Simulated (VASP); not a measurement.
# Pd (Im-3m) in VASP: notebook

Aim: see how the results for Pd move with the level of theory and the settings. Levels: r2SCAN, PBE0. Tasks: single point.

All numbers are computed with VASP 6.6.1; they aren't measurements. Logs are shortened: lines on timing, memory, paths and dates and some standing lists are left out, and cuts for length are marked.

### Step 1. The cell of the first run

Symmetry: Im-3m, No. 229, cubic system. The conventional cell has a = 3.206 Å, b = 3.206 Å, c = 3.206 Å, α = 90.00°, β = 90.00°, γ = 90.00°. Pd (site symmetry m-3m) has 14 Pd at 2.78 to 3.21 Å within 3.7 Å.

### Step 2. Single point, r2SCAN

POSCAR

```
Pd
1.0
   -1.6031178681      1.6031178681      1.6031178681
    1.6031178681     -1.6031178681      1.6031178681
    1.6031178681      1.6031178681     -1.6031178681
Pd
1
Direct
    0.0000000000      0.0000000000      0.0000000000
```

INCAR.step1

```
PREC     = Accurate       # precision mode
ENCUT    = 520            # plane-wave cutoff, eV
ISMEAR   = -1             # smearing method
SIGMA    = 0.05           # smearing width, eV
LREAL    = False          # projectors in reciprocal space
LASPH    = True           # aspherical terms in the spheres
NELM     = 80             # most SCF steps
NBANDS   = 11             # bands
GGA      = PE             # functional
ALGO     = Normal         # electronic algorithm
EDIFF    = 1E-4           # SCF threshold, eV
LWAVE    = True           # write WAVECAR
LCHARG   = False          # write CHGCAR
```

INCAR.step2

```
PREC     = Accurate       # precision mode
ENCUT    = 520            # plane-wave cutoff, eV
EDIFF    = 1E-6           # SCF threshold, eV
ISMEAR   = -1             # smearing method
SIGMA    = 0.05           # smearing width, eV
LREAL    = False          # projectors in reciprocal space
LASPH    = True           # aspherical terms in the spheres
NELM     = 80             # most SCF steps
ALGO     = Normal         # electronic algorithm
ISIF     = 2              # what is computed and relaxed
LWAVE    = False          # write WAVECAR
LCHARG   = False          # write CHGCAR
METAGGA  = R2SCAN         # meta-GGA
LMIXTAU  = True         
NBANDS   = 11             # bands
ISTART   = 1
```

KPOINTS

```
Automatic mesh
0
Gamma
  12 12 12
```

Potentials or basis: VASP PAW PBE potentials, release 64 (Pd).

Run with:

```
$ cat potpaw_PBE.64/Pd/POTCAR > POTCAR
$ cp INCAR.step1 INCAR
$ mpirun -np 1 vasp_std > vasp.out
$ cp INCAR.step2 INCAR
$ mpirun -np 1 vasp_std > vasp.out
```

OUTCAR:

```text
PREC = Accurate
   ENCUT = 520
   EDIFF = 1E-6
   ISMEAR = -1
   LREAL = False
   LASPH = True
   NELM = 80
   ISIF = 2
   METAGGA = R2SCAN
   ISTART = 1

 ion  position               nearest neighbor table
   1  0.000  0.000  0.000-

  LATTYP: Found a body centered cubic cell.
 ALAT       =     3.2062357362

  Lattice vectors:

 A1 = (  -1.6031178681,   1.6031178681,   1.6031178681)
 A2 = (   1.6031178681,  -1.6031178681,   1.6031178681)
 A3 = (   1.6031178681,   1.6031178681,  -1.6031178681)

Analysis of symmetry for initial positions (statically):
=====================================================================
 Subroutine PRICEL returns:
 Original cell was already a primitive cell.

 Routine SETGRP: Setting up the symmetry group for a
 body centered cubic supercell.

 Subroutine GETGRP returns: Found 48 space group operations
[... 9 lines left out ...]

 Routine SETGRP: Setting up the symmetry group for a
 body centered cubic supercell.

 Subroutine GETGRP returns: Found 48 space group operations
[... 11 lines left out ...]
                                     Primitive cell

  volume of cell :      16.4800

  direct lattice vectors                    reciprocal lattice vectors
    -1.603117868  1.603117868  1.603117868     0.000000000  0.311892226  0.311892226
     1.603117868 -1.603117868  1.603117868     0.311892226  0.000000000  0.311892226
     1.603117868  1.603117868 -1.603117868     0.311892226  0.311892226  0.000000000

  length of vectors
     2.776681598  2.776681598  2.776681598     0.441082216  0.441082216  0.441082216

  position of ions in fractional coordinates (direct lattice)
     0.000000000  0.000000000  0.000000000

  ion indices of the primitive-cell ions
   primitive index   ion index
                 1           1

----------------------------------------------------------------------------------------

 KPOINTS: Automatic mesh

Automatic generation of k-mesh.
 Grid dimensions read from file:
 generate k-points for:   12   12   12

 Generating k-lattice:

  Cartesian coordinates                     Fractional coordinates (reciprocal lattice)
     0.000000000  0.025991019  0.025991019     0.083333333  0.000000000  0.000000000
     0.025991019  0.000000000  0.025991019     0.000000000  0.083333333  0.000000000
     0.025991019  0.025991019  0.000000000     0.000000000  0.000000000  0.083333333

  Length of vectors
     0.036756851  0.036756851  0.036756851

  Shift w.r.t. Gamma in fractional coordinates (k-lattice)
     0.000000000  0.000000000  0.000000000

 Subroutine IBZKPT returns following result:
 ===========================================

 Found     72 irreducible k-points:

 Following reciprocal coordinates:
            Coordinates               Weight
  0.000000  0.000000  0.000000      1.000000
  0.083333  0.000000  0.000000     12.000000
  0.166667  0.000000  0.000000     12.000000
  0.250000  0.000000  0.000000     12.000000
  0.333333  0.000000  0.000000     12.000000
  0.416667  0.000000  0.000000     12.000000
[... 16 lines left out ...]
  0.333333  0.083333  0.083333     24.000000
  0.416667  0.083333  0.083333     12.000000
 [... further k-points ...]
   k-points           NKPTS =     72   k-points in BZ     NKDIM =     72   number of bands    NBANDS=     11
   number of dos      NEDOS =    301   number of ions     NIONS =      1
   total plane-waves  NPLWV =  13824
   dimension x,y,z NGX =    24 NGY =   24 NGZ =   24
   dimension x,y,z NGXF=    48 NGYF=   48 NGZF=   48
   ions per type =               1
   NGX,Y,Z   is equivalent  to a cutoff of  14.37, 14.37, 14.37 a.u.
   NGXF,Y,Z  is equivalent  to a cutoff of  28.74, 28.74, 28.74 a.u.
 SYSTEM =  unknown system
   PREC   = accura    normal or accurate (medium, high low for compatibility)
   ISTART =      1    job   : 0-new  1-cont  2-samecut
   ICHARG =      0    charge: 1-file 2-atom 10-const
   ISPIN  =      1    spin polarized calculation?
   LNONCOLLINEAR =      F non collinear calculations
   LSORBIT =      F    spin-orbit coupling
   LASPH  =      T    aspherical Exc in radial PAW
   ENCUT  =  520.0 eV  38.22 Ry    6.18 a.u.   5.16  5.16  5.16*2*pi/ulx,y,z
   NELM   =     80;   NELMIN=  2; NELMDL=  0     # of ELM steps
   EDIFF  = 0.1E-05   stopping-criterion for ELM
   LREAL  =      F    real-space projection
   EDIFFG = 0.1E-04   stopping-criterion for IOM
   NSW    =      0    number of steps for IOM
   IBRION =     -1    ionic relax: 0-MD 1-quasi-New 2-CG
   NFREE  =      0    steps in history (QN), initial steepest desc. (CG)
   ISIF   =      2    stress and relaxation
   ISYM   =      2    0-nonsym 1-usesym 2-fastsym
   POTIM  = 0.5000    time-step for ionic-motion
   TEBEG  =    0.0;   TEEND  =   0.0 temperature during run
   PSTRESS=    0.0 pullay stress
   NELECT =      10.0000    total number of electrons
   NUPDOWN=      -1.0000    fix difference up-down
   EMIN   =  10.00;   EMAX   =-10.00  energy-range for DOS
   EFERMI =   0.00;   METHOD = LEGACY
   ISMEAR =    -1;   SIGMA  =   0.05  broadening in eV -4-tet -1-fermi 0-gaus
   EFERMI_NEDOS =   21; number of points for ismear=-14 and -15
   IALGO  =     38    algorithm
   IMIX   =      4    mixing-type and parameters
     AMIX     =   0.40;   BMIX     =  1.00
     AMIX_MAG =   1.60;   BMIX_MAG =  1.00
  volume/ion in A,a.u.               =      16.48       111.21
  Fermi-wavevector in a.u.,A,eV,Ry     =   1.385977  2.619117 26.135873  1.920932
  Thomas-Fermi vector in A             =   2.510336
   LORBIT       =      0    0 simple, 1 ext, 2 COOP (PROOUT), +10 PAW based schemes
   METAGGA = R2SCAN    functional components
   LHFCALC =     F    Hartree Fock is set to
   AEXX    =    0.0000 exact exchange contribution
   IVDW    =     0    specifies the selected vdW correction
   LEPSILON=     F    determine dielectric tensor
   LRPA    =     F    only Hartree local field effects (RPA)
 non-spin polarized calculation
  energy-cutoff  :      520.00
  volume of cell :       16.48
 maximum number of plane-waves:       466
 NGX is ok and might be reduce to    24
   NGX = 11   NGY = 11   NGZ = 11

 number of electron       9.9999998 magnetization

 Free energy of the ion-electron system (eV)
  ---------------------------------------------------
  ext. energy  EPLUGINS =         0.00000000
  ---------------------------------------------------
  free energy    TOTEN  =       -22.85249848 eV

  energy without entropy =      -22.84125010  energy(sigma->0) =      -22.84687429

 E-fermi :   7.8775     XC(G=0): -13.3067

 val. band max:        7.8602726233   @ k =   0.4167   0.0833   0.0000
 cond. band min:       7.8924550100   @ k =  -0.3333   0.3333   0.0833
 fundamental gap:      0.0321823866
 Fermi energy:         7.8775173512

 k-point     1 :       0.0000    0.0000    0.0000
  band No.  band energies     occupation
      1       1.5544      2.00000
      2       5.3052      2.00000
      3       5.3052      2.00000
      4       5.3052      2.00000
      5       6.9939      2.00000
      6       6.9939      2.00000
      7      27.9112      0.00000
      8      27.9112      0.00000
      9      27.9112      0.00000
     10      30.8646      0.00000
     11      35.5098      0.00000

 k-point     2 :       0.0833    0.0000    0.0000
  band No.  band energies     occupation
      1       1.8035      2.00000
      2       5.2292      2.00000
      3       5.3109      2.00000
      4       5.4718      2.00000
      5       6.9101      2.00000
      6       6.9997      2.00000
      7      27.5769      0.00000
      8      27.8924      0.00000
      9      28.1695      0.00000
     10      30.8522      0.00000
     11      33.4753      0.00000

 k-point     3 :       0.1667    0.0000    0.0000
  band No.  band energies     occupation
      1       2.4814      2.00000
      2       5.0272      2.00000
      3       5.3370      2.00000
      4       5.9483      2.00000
      5       6.7611      2.00000
      6       7.0201      2.00000
      7      26.0092      0.00000
      8      27.3598      0.00000
      9      28.8726      0.00000
     10      30.8007      0.00000
     11      32.4618      0.00000

 k-point     4 :       0.2500    0.0000    0.0000
  band No.  band energies     occupation
      1       3.2380      2.00000
      2       4.7634      2.00000
      3       5.6348      2.00000
      4       6.6585      2.00000
      5       6.7240      2.00000
      6       7.0594      2.00000
      7      23.0857      0.00000
      8      26.0492      0.00000
      9      29.8185      0.00000
     10      29.8802      0.00000
     11      30.7655      0.00000

 k-point     5 :       0.3333    0.0000    0.0000
  band No.  band energies     occupation
      1       3.4589      2.00000
      2       4.5121      2.00000
      3       6.6900      2.00000
      4       6.9446      2.00000
      5       7.1124      2.00000
      6       7.4576      1.99955
      7      19.7871      0.00000
      8      24.7111      0.00000
      9      27.6092      0.00000
     10      30.7320      0.00000
     11      30.7759      0.00000
[... 211 lines left out ...]
 k-point    21 :       0.1667    0.0833    0.0833
  band No.  band energies     occupation
      1       3.6730      2.00000
      2       4.7148      2.00000
      3       4.9791      2.00000
      4       6.8388      2.00000
      5       7.0171      2.00000
      6       7.5360      1.99784
      7      23.2939      0.00000
      8      24.7171      0.00000
      9      25.9770      0.00000
     10      30.1250      0.00000
     11      30.9048      0.00000

 k-point    22 :       0.2500    0.0833    0.0833
  band No.  band energies     occupation
      1       3.8555      2.00000
      2       4.4844      2.00000
      3       5.6966      2.00000
      4       6.8883      2.00000
      5       7.1098      2.00000
      6       8.8495      0.00000
      7      19.9790      0.00000
      8      23.5986      0.00000
      9      24.4988      0.00000
     10      30.8909      0.00000
     11      31.1984      0.00000

 k-point    23 :       0.3333    0.0833    0.0833
  band No.  band energies     occupation
      1       3.6986      2.00000
      2       4.3326      2.00000
      3       6.6340      2.00000
      4       6.9710      2.00000
      5       7.1693      2.00000
      6      10.4449      0.00000
      7      16.9598      0.00000
      8      22.8335      0.00000
      9      23.4691      0.00000
     10      30.8823      0.00000
     11      31.9803      0.00000

 k-point    24 :       0.4167    0.0833    0.0833
  band No.  band energies     occupation
      1       3.6207      2.00000
      2       4.2798      2.00000
      3       7.0051      2.00000
      4       7.0299      2.00000
      5       7.1902      2.00000
      6      11.5700      0.00000
      7      15.3299      0.00000
      8      22.5635      0.00000
      9      23.0776      0.00000
     10      30.8794      0.00000
     11      32.2499      0.00000

 [... further k-points ...]
[... 5 lines left out ...]
  --------------------------------------------------------------------------------------
  -------------------------------------------------------------------------------------
  Total       -1.2944363     -1.2944363     -1.2944363     -0.0000000      0.0000000      0.0000000
  in kB     -125.8446986   -125.8446986   -125.8446986     -0.0000000      0.0000000      0.0000000
  external PRESSURE =    -125.8446986 kB  Pullay stress =       0.0000000 kB

 VOLUME and BASIS-vectors are now :
 -----------------------------------------------------------------------------
  energy-cutoff  :      520.00
  volume of cell :       16.48
      direct lattice vectors                 reciprocal lattice vectors
    -1.603117868  1.603117868  1.603117868     0.000000000  0.311892226  0.311892226
     1.603117868 -1.603117868  1.603117868     0.311892226  0.000000000  0.311892226
     1.603117868  1.603117868 -1.603117868     0.311892226  0.311892226  0.000000000

 POSITION                                       TOTAL-FORCE (eV/Angst)
 -----------------------------------------------------------------------------------
      0.00000      0.00000      0.00000         0.000000      0.000000      0.000000
 -----------------------------------------------------------------------------------
    total drift:                                0.000000      0.000000      0.000000

  FREE ENERGIE OF THE ION-ELECTRON SYSTEM (eV)
  ---------------------------------------------------
  free  energy   TOTEN  =       -22.8524984782 eV

  energy  without entropy=      -22.8412500980  energy(sigma->0) =      -22.84687429
```

It took 36 s on 1 thread of Intel Xeon Platinum 8488C (Sapphire Rapids), shared host; peak memory 0.14 GiB.

What came out:

| Quantity | Value |
| --- | --- |
| Free energy | -22.8525 eV |
| Pressure | -12.6 GPa |
| Band gap on the k mesh | zero (band 5 reaches 8.38 eV, above the bottom of band 6 at 6.90 eV) |

Levels at points of the mesh, in eV from the Fermi level:
```
           k point  band 1  band 2  band 3  band 4  band 5  band 6  band 7  band 8  band 9  band 10
(0.00, 0.00, 0.00)   -6.32   -2.57   -2.57   -2.57   -0.88   -0.88   20.03   20.03   20.03    22.99
(0.50, 0.00, 0.00)   -4.60   -3.61   -0.94   -0.70    0.51    1.88    7.44   15.60   17.57    22.92
(0.50, 0.50, 0.50)   -4.54   -4.54    0.18    0.18    0.18    9.36    9.36    9.36   16.67    17.12
```

Caveat: the PAW data sets were made with another functional, which shifts forces and pressure a little.

### Step 3. Single point, PBE0

This run uses another cell than the first one, of 14.61 Å³/atom, 0.887 times its volume.

POSCAR

```
Pd
1.0
   -1.5401846266      1.5401846266      1.5401846266
    1.5401846266     -1.5401846266      1.5401846266
    1.5401846266      1.5401846266     -1.5401846266
Pd
1
Direct
    0.0000000000      0.0000000000      0.0000000000
```

INCAR.step1

```
PREC = Accurate ; ENCUT = 520
EDIFF = 1E-5 ; ISMEAR = -1
SIGMA = 0.05 ; LREAL = F
LASPH = T ; NELM = 80
ALGO = Normal ; ISIF = 2
LWAVE = T ; LCHARG = F
NBANDS = 11 ; GGA = PE
```

INCAR.step2

```
PREC = Accurate ; ENCUT = 520
EDIFF = 1E-6 ; ISMEAR = -1
SIGMA = 0.05 ; LREAL = F
LASPH = T ; NELM = 80
ALGO = Normal ; ISIF = 2
LWAVE = F ; LCHARG = F
GGA = PE ; LHFCALC = T
AEXX = 0.25 ; PRECFOCK = Normal
NBANDS = 11 ; ISTART = 1
```

KPOINTS

```
regular mesh
0
Gamma
  8 8 8
```

Potentials or basis: VASP PAW PBE potentials, release 64 (Pd).

Run with:

```
$ cat potpaw_PBE.64/Pd/POTCAR > POTCAR
$ cp INCAR.step1 INCAR
$ mpirun -np 1 vasp_std > vasp.out
$ cp INCAR.step2 INCAR
$ mpirun -np 1 vasp_std > vasp.out
```

Run time: 23 min. Hardware: 1 thread of AMD EPYC 9R14 (Zen 4), shared host; peak memory 0.12 GiB.

The run converged. Its results:

- Free energy: -6.4778 eV
- Pressure: 5.4 GPa
- Band gap on the k mesh: zero (band 5 reaches 10.28 eV, above the bottom of band 6 at 7.26 eV)

Levels at points of the mesh, in eV from the Fermi level:
| k point | band 3 | band 4 | band 5 | band 6 | band 7 | band 8 |
| --- | --- | --- | --- | --- | --- | --- |
| (0.00, 0.00, 0.00) | -3.70 | -3.70 | -1.79 | -1.79 | 21.60 | 21.60 |
| (0.50, 0.00, 0.00) | -1.75 | -1.41 | 1.23 | 2.51 | 10.09 | 17.25 |
| (0.50, 0.50, 0.50) | 0.70 | 0.70 | 0.70 | 11.22 | 11.22 | 11.22 |

Caveat: the k points lie up to 0.36 Å⁻¹ apart; the PAW data sets were made with another functional, which shifts forces and pressure a little.

### Step 4. Single point, PBE0

This run uses another cell than the first one, of 15.24 Å³/atom, 0.925 times its volume.

POSCAR

```
Pd
1.0
   -1.5617284606      1.5617284606      1.5617284606
    1.5617284606     -1.5617284606      1.5617284606
    1.5617284606      1.5617284606     -1.5617284606
Pd
1
Direct
    0.0000000000      0.0000000000      0.0000000000
```

INCAR.step1

```
PREC = Accurate
ENCUT = 520
EDIFF = 1E-5
ISMEAR = -1
SIGMA = 0.05
LREAL = F
LASPH = T
NELM = 60
ALGO = Normal
ISIF = 2
LWAVE = T
LCHARG = F
GGA = PE
NBANDS = 11
```

INCAR.step2

```
PREC = Accurate
ENCUT = 520
EDIFF = 1E-6
ISMEAR = -1
SIGMA = 0.05
LREAL = F
LASPH = T
NELM = 60
ALGO = Normal
ISIF = 2
LWAVE = F
LCHARG = F
GGA = PE
LHFCALC = T
AEXX = 0.25
PRECFOCK = Normal
ISTART = 1
NBANDS = 11
```

KPOINTS

```
Automatic mesh
0
Gamma
  8 8 8
```

Run with:

```
$ cat potpaw_PBE.64/Pd/POTCAR > POTCAR
$ cp INCAR.step1 INCAR
$ mpirun -np 1 vasp_std > vasp.out
$ cp INCAR.step2 INCAR
$ mpirun -np 1 vasp_std > vasp.out
```

Run time: 21 min. Hardware: 1 thread of Intel Xeon Platinum 8488C (Sapphire Rapids), shared host; peak memory 0.15 GiB.

It converged, with:

| Property | Result |
| --- | --- |
| Free energy | -6.4894 eV |
| Pressure | -0.9 GPa |
| Band gap on the k mesh | zero (band 5 reaches 9.57 eV, above the bottom of band 6 at 6.72 eV) |

Levels at points of the mesh, in eV from the Fermi level:
```tsv
k point	band 3	band 4	band 5	band 6	band 7	band 8
(0.00, 0.00, 0.00)	-3.71	-3.71	-1.92	-1.92	21.21	21.21
(0.50, 0.00, 0.00)	-1.88	-1.56	0.94	2.40	9.51	16.86
(0.50, 0.50, 0.50)	0.46	0.46	0.46	10.79	10.79	10.79
```

Caveat: the PAW data sets were made with another functional, which shifts forces and pressure a little.

### Step 5. The runs side by side

| level | cell | k mesh | grid for exact exchange (PRECFOCK) | gap on the mesh (eV) | pressure (GPa) |
| --- | --- | --- | --- | --- | --- |
| r2SCAN | a = 2.777 Å, angles 109.5°, 1 atom | 12 × 12 × 12 | - | none | -12.6 |
| PBE0 | a = 2.668 Å, angles 109.5°, 1 atom | 8 × 8 × 8 | Normal | none | 5.4 |
| PBE0 | a = 2.705 Å, angles 109.5°, 1 atom | 8 × 8 × 8 | Normal | none | -0.9 |

Alike in all rows: task single point; potentials or basis VASP PAW PBE potentials, release 64 (Pd); no spin polarisation; cutoff (eV) 520; smearing fermi-dirac 0.05 eV.

Caveats: some runs use coarse meshes; the PAW data sets were made with another functional, which shifts forces and pressure a little.

Total energies depend on the potentials used, so only differences within one code and one set of settings carry meaning.
